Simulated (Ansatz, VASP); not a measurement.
BeH in VASP and in Ansatz

```
CELL_PARAMETERS angstrom
2.38540 0.00000 0.00000
0.00000 3.99337 0.00000
0.00000 0.00000 5.30415
ATOMIC_POSITIONS crystal
Be 0.50000 0.24160 0.00000
Be 0.50000 0.75840 0.00000
H 0.50000 0.00000 0.79617
H 0.50000 0.00000 0.20383
```

Alike in both runs: functional PBE; k mesh 12 × 8 × 6; occupations gaussian, width 0.02 eV; no spin polarisation.

Ansatz relaxed the structure, and its values are those at the end. VASP's run is a single point on that final structure, the one shown.

|  | VASP | Ansatz |
| --- | --- | --- |
| version | VASP 6.6.1 | Ansatz 0.2.0 |
| potentials or method | VASP PAW PBE potentials, release 64 (Be, H), cutoff 520 eV | scalar-relativistic, plane waves, PAW |
| valence electrons in the cell | 6 | 6 |

```tsv
	VASP	Ansatz	Ansatz less VASP
gap on the k mesh at the Fermi level (eV)	0.71	0.71	-0.001
least direct gap on the mesh (eV)	0.89	0.89	-0.003
pressure (GPa)	0.0	0.0	0.00
rms of the force components (eV/Å)	0.013	0.001	-0.0120
```

The functional is the same, so the differences come from potentials, cutoffs and numerics.
